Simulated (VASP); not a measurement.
# Si16O (a cell with a defect) in VASP: further runs, part 2 of 2

VASP 6.6.1. Earlier steps stand in the parts before.

## Step 3: Single point, PBE, collinear spin, ferromagnetic start

The input, INCAR:

```
PREC     = Accurate       # precision mode
ENCUT    = 520            # plane-wave cutoff, eV
EDIFF    = 1E-6           # SCF threshold, eV
ISMEAR   = -1             # smearing method
SIGMA    = 0.02           # smearing width, eV
LREAL    = Auto         
LASPH    = T              # aspherical terms in the spheres
NELM     = 150            # most SCF steps
ALGO     = Normal         # electronic algorithm
ISIF     = 2              # what is computed and relaxed
LWAVE    = F              # write WAVECAR
LCHARG   = F              # write CHGCAR
ISPIN    = 2              # spin polarisation
MAGMOM   = 0 0 0 0 0 0 0 0 0 0 0 0 0 0 0 0 1 # initial moments
LORBIT   = 11             # projections on sites
GGA      = PE             # functional
NBANDS   = 53             # bands
```

The input, KPOINTS:

```
regular mesh
0
Gamma
  2 2 2
```

The input, POSCAR:

```
Si16O
1.0
    0.0000000000      5.4300000000      5.4300000000
    5.4300000000      0.0000000000      5.4300000000
    5.4300000000      5.4300000000      0.0000000000
Si O
16 1
Direct
    0.0011845054      0.0025939459      0.0006350486
    0.0850017277      0.1157136931      0.1788265578
   -0.0269848681     -0.0187874511      0.5504032345
    0.1294556167      0.1217928587      0.6248250697
   -0.0034068265      0.4887270002      0.0162955360
    0.1224471203      0.6277051599      0.1255652899
    0.0007693868      0.4967013234      0.5000842014
    0.1232355141      0.6076625405      0.6408297228
    0.4561406006     -0.0119139631      0.0474217429
    0.6297337604      0.1431798928      0.0750524469
    0.5045513522      0.0088892588      0.4465752117
    0.6165718808      0.1362640686      0.5782672255
    0.4966169053      0.5167714527     -0.0152957235
    0.6231961978      0.6226606078      0.1281601842
    0.4991750546      0.5016914011      0.4975264224
    0.6266680646      0.6359017793      0.6092315383
    0.4351620372      1.0622101816      0.8128616308
```

Potentials or basis: VASP PAW PBE potentials, release 64 (Si, O).

The run is started by

```console
$ cat potpaw_PBE.64/Si/POTCAR potpaw_PBE.64/O/POTCAR > POTCAR
$ mpirun -np 1 vasp_std > vasp.out
```

OUTCAR:

```text
PREC = Accurate
   ENCUT = 520
   EDIFF = 1E-6
   ISMEAR = -1
   LREAL = Auto
   LASPH = T
   NELM = 150
   ISIF = 2
   ISPIN = 2
   LORBIT = 11
   GGA = PE

 ion  position               nearest neighbor table
   1  0.001  0.003  0.001-   6 2.35  10 2.35   4 2.36   2 2.38
   2  0.085  0.116  0.179-   9 2.33   3 2.33   5 2.36   1 2.38
   3  0.973  0.981  0.550-  12 2.32   2 2.33   4 2.35   8 2.35
   4  0.129  0.122  0.625-   7 2.35   3 2.35   1 2.36  11 2.38
   5  0.997  0.489  0.016-  14 2.34   6 2.35   8 2.35   2 2.36
   6  0.122  0.628  0.126-   5 2.35   7 2.35  13 2.35   1 2.35
   7  0.001  0.497  0.500-  16 2.35   6 2.35   8 2.35   4 2.35
   8  0.123  0.608  0.641-   7 2.35   3 2.35   5 2.35  15 2.36
   9  0.456  0.988  0.047-  17 1.66  14 2.32  10 2.32   2 2.33  12 2.94
  10  0.630  0.143  0.075-   9 2.32  11 2.33   1 2.35  13 2.35
  11  0.505  0.009  0.447-  12 2.33  10 2.33  16 2.36   4 2.38
  12  0.617  0.136  0.578-  17 1.66  15 2.32   3 2.32  11 2.33   9 2.94
  13  0.497  0.517  0.985-   6 2.35  10 2.35  16 2.35  14 2.36
  14  0.623  0.623  0.128-   9 2.32  15 2.32   5 2.34  13 2.36
  15  0.499  0.502  0.498-  12 2.32  14 2.32  16 2.34   8 2.36
  16  0.627  0.636  0.609-  15 2.34   7 2.35  13 2.35  11 2.36
  17  0.435  0.062  0.813-  12 1.66   9 1.66

  LATTYP: Found a face centered cubic cell.
[... 1036 lines left out ...]
  energy-cutoff  :      520.00
  volume of cell :      320.21
      direct lattice vectors                 reciprocal lattice vectors
     0.000000000  5.430000000  5.430000000    -0.092081031  0.092081031  0.092081031
     5.430000000  0.000000000  5.430000000     0.092081031 -0.092081031  0.092081031
     5.430000000  5.430000000  0.000000000     0.092081031  0.092081031 -0.092081031

 POSITION                                       TOTAL-FORCE (eV/Angst)
 -----------------------------------------------------------------------------------
      0.01753      0.00988      0.02052        -0.000791     -0.001708      0.002227
      1.59935      1.43259      1.08988        -0.001894      0.010646     -0.011227
      8.31667      8.27216     10.61146         0.000945     -0.005258      0.005095
      4.05414      4.09574      1.36428         0.003626      0.000991     -0.001946
      2.74227      5.49999      8.06529        -0.002203      0.004357      0.006148
      4.09026      1.34671      4.07333         0.002662     -0.001319      0.001306
[... 9 lines left out ...]
      6.76107      6.71093      6.85575        -0.000207      0.006383      0.001864
      4.75164      6.77677      2.70073        -0.002359     -0.027775     -0.023854
 -----------------------------------------------------------------------------------
    total drift:                                0.002291      0.003431      0.002146

  FREE ENERGIE OF THE ION-ELECTRON SYSTEM (eV)
  ---------------------------------------------------
  free  energy   TOTEN  =       -92.6956808244 eV

  energy  without entropy=      -92.6956802290  energy(sigma->0) =      -92.69568053

 total charge

# of ion       s       p       d       tot
------------------------------------------
    1        0.744   0.937   0.000   1.681
    2        0.749   0.956   0.000   1.705
    3        0.745   0.969   0.000   1.714
    4        0.744   0.937   0.000   1.681
    5        0.739   0.954   0.000   1.693
    6        0.738   0.960   0.000   1.698
[... 9 lines left out ...]
   16        0.739   0.954   0.000   1.693
   17        1.576   3.598   0.000   5.174
--------------------------------------------------
tot         13.461  18.893   0.000  32.355

 magnetization (x)

# of ion       s       p       d       tot
------------------------------------------
    1        0.000  -0.000   0.000  -0.000
    2        0.000   0.000   0.000   0.000
    3       -0.000  -0.000   0.000  -0.000
    4        0.000  -0.000   0.000  -0.000
    5       -0.000   0.000   0.000  -0.000
    6        0.000   0.000   0.000   0.000
[... 9 lines left out ...]
   16       -0.000  -0.000   0.000  -0.000
   17       -0.000  -0.000   0.000  -0.000
--------------------------------------------------
tot         -0.000  -0.000   0.000  -0.000
```

OSZICAR:

```text
N       E                     dE             d eps       ncg     rms          rms(c)
DAV:   1     0.193418142344E+03    0.19342E+03   -0.27075E+04  1696   0.109E+03
DAV:   2    -0.756314944385E+02   -0.26905E+03   -0.25318E+03  2097   0.176E+02
DAV:   3    -0.951624493646E+02   -0.19531E+02   -0.19272E+02  2163   0.445E+01
DAV:   4    -0.955243700829E+02   -0.36192E+00   -0.36103E+00  2152   0.724E+00
DAV:   5    -0.955312089632E+02   -0.68389E-02   -0.68360E-02  2171   0.959E-01    0.177E+01
DAV:   6    -0.929199609869E+02    0.26112E+01   -0.78061E+00  2384   0.136E+01    0.101E+01
DAV:   7    -0.927890792662E+02    0.13088E+00   -0.32469E+00  1928   0.566E+00    0.477E+00
DAV:   8    -0.926972556412E+02    0.91824E-01   -0.68077E-01  2368   0.389E+00    0.224E+00
DAV:   9    -0.926953668934E+02    0.18887E-02   -0.15532E-01  1952   0.158E+00    0.825E-01
DAV:  10    -0.926918652547E+02    0.35016E-02   -0.91106E-02  2080   0.119E+00    0.326E-01
DAV:  11    -0.926951403581E+02   -0.32751E-02   -0.15726E-02  1976   0.434E-01    0.266E-01
DAV:  12    -0.926955344274E+02   -0.39407E-03   -0.13429E-03  2192   0.165E-01    0.131E-01
DAV:  13    -0.926956386691E+02   -0.10424E-03   -0.11994E-03  2072   0.132E-01    0.434E-02
DAV:  14    -0.926956756378E+02   -0.36969E-04   -0.81469E-05  2040   0.397E-02    0.170E-02
DAV:  15    -0.926956780710E+02   -0.24332E-05   -0.66029E-06  2248   0.131E-02    0.701E-03
DAV:  16    -0.926956801514E+02   -0.20804E-05   -0.42729E-06  1936   0.733E-03    0.311E-03
DAV:  17    -0.926956808244E+02   -0.67296E-06   -0.86831E-07  1440   0.502E-03
   1 F= -.92695681E+02 E0= -.92695681E+02  d E =-.595329E-06  mag=     0.0000
```

Run time: 11 min. Hardware: 1 thread of Oxide Virtual Turin-like, shared host; peak memory 0.68 GiB.

What came out:

| Item | Value |
| --- | --- |
| Free energy | -92.6957 eV |
| Pressure | 4.3 GPa |
| Largest force | 0.076 eV/Å |
| Band gap on the k mesh | 0.50 eV |
| Net moment | 0.00 μB per cell |
| Valence electrons inside the program's atomic spheres | Si 1.68, 1.71, 1.69, 1.70, 1.72; O 5.17 |

Forces in eV/Å, atoms in the order of the input:
```
Si  -0.001 -0.002  0.002
Si  -0.002  0.011 -0.011
Si   0.001 -0.005  0.005
Si   0.004  0.001 -0.002
Si  -0.002  0.004  0.006
Si   0.003 -0.001  0.001
Si  -0.003  0.000  0.000
Si  -0.001 -0.004 -0.003
Si   0.049  0.046 -0.034
Si  -0.002  0.003  0.000
Si   0.004 -0.008  0.006
Si  -0.047 -0.030  0.052
Si   0.000 -0.001 -0.002
Si   0.004  0.005  0.001
Si  -0.004  0.003  0.002
Si   0.000  0.006  0.002
O   -0.002 -0.028 -0.024
```

Levels at points of the mesh, in eV from the valence-band top:
Spin up:
```tsv
k point	band 31	band 32	band 33	band 34	band 35	band 36	band 37	band 38	band 39	band 40
(0.00, 0.00, 0.00)	-0.96	-0.92	-0.32	-0.06	0.00	0.50	0.79	0.82	0.99	1.18
(0.50, 0.00, 0.00)	-1.44	-1.22	-0.79	-0.61	-0.54	1.32	1.43	1.60	1.71	1.80
(0.00, 0.50, 0.00)	-1.47	-1.22	-0.75	-0.63	-0.56	1.21	1.47	1.62	1.67	1.73
(0.00, 0.00, 0.50)	-1.41	-0.74	-0.66	-0.66	-0.06	1.16	1.47	1.55	1.56	1.72
(0.50, 0.50, 0.50)	-1.44	-1.22	-0.79	-0.61	-0.54	1.32	1.43	1.60	1.71	1.80
(0.50, 0.50, 0.00)	-1.50	-1.43	-1.26	-1.18	-0.50	1.28	1.48	2.34	2.41	2.51
(0.00, 0.50, 0.50)	-1.43	-1.36	-1.33	-1.02	-0.94	1.42	1.48	2.31	2.41	2.55
(0.50, 0.00, 0.50)	-1.50	-1.43	-1.26	-1.18	-0.50	1.28	1.47	2.33	2.41	2.51
```
Spin down:
| k point | band 32 | band 33 | band 34 | band 35 | band 36 | band 37 | band 38 | band 39 |
| --- | --- | --- | --- | --- | --- | --- | --- | --- |
| (0.00, 0.00, 0.00) | -0.92 | -0.32 | -0.06 | 0.00 | 0.50 | 0.79 | 0.82 | 0.99 |
| (0.50, 0.00, 0.00) | -1.22 | -0.79 | -0.61 | -0.54 | 1.32 | 1.43 | 1.60 | 1.71 |
| (0.00, 0.50, 0.00) | -1.22 | -0.75 | -0.63 | -0.56 | 1.21 | 1.47 | 1.62 | 1.67 |
| (0.00, 0.00, 0.50) | -0.74 | -0.66 | -0.66 | -0.06 | 1.16 | 1.47 | 1.55 | 1.56 |
| (0.50, 0.50, 0.50) | -1.22 | -0.79 | -0.61 | -0.54 | 1.32 | 1.43 | 1.60 | 1.71 |
| (0.50, 0.50, 0.00) | -1.43 | -1.26 | -1.18 | -0.50 | 1.28 | 1.48 | 2.34 | 2.41 |
| (0.00, 0.50, 0.50) | -1.36 | -1.33 | -1.02 | -0.94 | 1.42 | 1.48 | 2.31 | 2.41 |
| (0.50, 0.00, 0.50) | -1.43 | -1.26 | -1.18 | -0.50 | 1.28 | 1.47 | 2.33 | 2.41 |

Caveat: the k points lie up to 0.50 Å⁻¹ apart.
